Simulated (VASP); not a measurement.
The system is PtS2.

```xyz
3
Lattice="3.5526 0.0000 0.0000 -1.7763 3.0767 0.0000 0.0000 0.0000 5.1228" Properties=species:S:1:pos:R:3 pbc="T T T"
Pt    0.0000    0.0000    0.0000
S     0.0000    2.0511    1.2257
S     1.7763    1.0256    3.8972
```

Base run:

| Property | Result |
| --- | --- |
| Program | VASP 6.6.1 |
| Functional | PBEsol |
| Potentials or basis | VASP PAW PBE potentials, release 64 (Pt, S) |
| Cutoff | 520 eV |
| k mesh | 6 × 6 × 4 |
| Occupations | gaussian, width 0.01 eV |
| Spin | no spin polarisation |

Its results: band gap on the k mesh 0.79 eV (least direct gap 1.36 eV); pressure -1.6 GPa; largest force 0.231 eV/Å.

Q: After a change of settings the same cell gave: band gap on the k mesh 0.76 eV (least direct gap 1.44 eV); pressure -2.3 GPa; largest force 0.068 eV/Å. Which change was it?
A. occupations from gaussian, width 0.01 eV to fermi-dirac, width 0.5 eV
B. k mesh from 6 × 6 × 4 to 8 × 8 × 1
C. functional from PBEsol to HSE06; k mesh from 6 × 6 × 4 to 6 × 6 × 2
D. k mesh from 6 × 6 × 4 to 2 × 2 × 2; further incar settings from ALGO = Normal; EDIFF = 1e-07; NBANDS = 18 to ALGO = Normal; EDIFF = 1e-06; NBANDS = 18

A: B.

Caveats: some runs use coarse meshes; the PAW data sets were made with another functional, which shifts forces and pressure a little; spin-orbit coupling is left out, which moves the levels of the heavy elements.
